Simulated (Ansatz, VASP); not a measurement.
**One calculation of BAs, two programs**

```
As B
1.0
     0.00000    2.38850    2.38850
     2.38850    0.00000    2.38850
     2.38850    2.38850    0.00000
As B
1 1
Direct
  0.75000 0.75000 0.75000
  0.00000 0.00000 0.00000
```

Alike in both runs: functional PBE; k mesh 7 × 7 × 7; occupations fermi-dirac, width 0.05 eV; no spin polarisation.

|  | VASP | Ansatz |
| --- | --- | --- |
| version | VASP 6.6.1 | Ansatz 0.2.0 |
| potentials or method | VASP PAW PBE potentials, release 64 (As, B), cutoff 520 eV | all-electron LAPW, scalar-relativistic |
| task | single point | band structure |

VASP gave:

- gap on the k mesh at the Fermi level (eV): 1.20
- least direct gap on the mesh (eV): 3.28
- pressure (GPa): 3.4

Estimate Ansatz's values.

gap on the k mesh at the Fermi level (eV): 1.21; least direct gap on the mesh (eV): 3.28; pressure (GPa): 2.7.

Ansatz ran all-electron here, and VASP with PAW potentials.
